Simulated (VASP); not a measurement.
Set up this calculation in VASP 6.6.1, as the native input.

```
Task                   : single point
Functional             : r2SCAN
Potentials or basis    : VASP PAW PBE potentials, release 64 (Be, Sb, Si)
Cutoff                 : 520 eV
k mesh                 : 6 × 6 × 4
Occupations            : fermi-dirac, width 0.02 eV
Spin                   : no spin polarisation
Dipole correction      : no
Further INCAR settings : ALGO = Normal; EDIFF = 1e-07; NBANDS = 16
```

Crystal: BeSiSb2.

```xyz
4
Lattice="4.1219 0.0000 0.0000 0.0000 4.1219 0.0000 0.0000 0.0000 5.7792" Properties=species:S:1:pos:R:3 pbc="T T T"
Be    0.0000    0.0000    0.0000
Sb    0.0000    2.0609    1.3073
Sb    2.0609    0.0000    4.4719
Si    2.0609    2.0609    2.8896
```

The input as run:

POSCAR

```
BeSiSb2
1.0
    4.1218505758      0.0000000000      0.0000000000
    0.0000000000      4.1218505758      0.0000000000
    0.0000000000      0.0000000000      5.7792125733
Be Sb Si
1 2 1
Direct
    0.0000000000      0.0000000000      0.0000000000
    0.0000000000      0.5000000000      0.2262088293
    0.5000000000      0.0000000000      0.7737911707
    0.5000000000      0.5000000000      0.5000000000
```

INCAR.step1

```
SYSTEM = BeSiSb2
ALGO     = Normal         ! electronic algorithm
EDIFF    = 1E-4           ! SCF threshold, eV
ENCUT    = 520            ! plane-wave cutoff, eV
GGA      = PE             ! functional
ISMEAR   = -1             ! smearing method
LASPH    = .TRUE.         ! aspherical terms in the spheres
LCHARG   = .FALSE.        ! write CHGCAR
LREAL    = .FALSE.        ! projectors in reciprocal space
LWAVE    = .TRUE.         ! write WAVECAR
NBANDS   = 16             ! bands
NELM     = 100            ! most SCF steps
PREC     = Accurate       ! precision mode
SIGMA    = 0.02           ! smearing width, eV
```

INCAR.step2

```
SYSTEM = BeSiSb2
ALGO     = Normal         ! electronic algorithm
EDIFF    = 1E-7           ! SCF threshold, eV
ENCUT    = 520            ! plane-wave cutoff, eV
ISIF     = 2              ! what is computed and relaxed
ISMEAR   = -1             ! smearing method
ISTART   = 1            
LASPH    = .TRUE.         ! aspherical terms in the spheres
LCHARG   = .FALSE.        ! write CHGCAR
LMIXTAU  = .TRUE.       
LREAL    = .FALSE.        ! projectors in reciprocal space
LWAVE    = .FALSE.        ! write WAVECAR
METAGGA  = R2SCAN         ! meta-GGA
NBANDS   = 16             ! bands
NELM     = 100            ! most SCF steps
PREC     = Accurate       ! precision mode
SIGMA    = 0.02           ! smearing width, eV
```

KPOINTS

```
k-points
0
G
  6 6 4
  0 0 0
```

Potentials or basis: VASP PAW PBE potentials, release 64 (Be, Sb, Si).

Run with:

```bash
$ cat potpaw_PBE.64/Be/POTCAR potpaw_PBE.64/Sb/POTCAR potpaw_PBE.64/Si/POTCAR > POTCAR
$ cp INCAR.step1 INCAR
$ mpirun -np 1 vasp_std > vasp.out
$ cp INCAR.step2 INCAR
$ mpirun -np 1 vasp_std > vasp.out
```

Results of the run:

```
Pressure               : 0.3 GPa
Largest force          : 0.027 eV/Å
Band gap on the k mesh : 0.07 eV, indirect (least direct gap 0.56 eV)
```

Caveat: the PAW data sets were made with another functional, which shifts forces and pressure a little; spin-orbit coupling is left out, which moves the levels of the heavy elements.

It took 92 s on 1 thread of AMD EPYC 9R45 96-Core Processor (Zen 5), with other jobs on the host, peak memory 0.22 GiB.
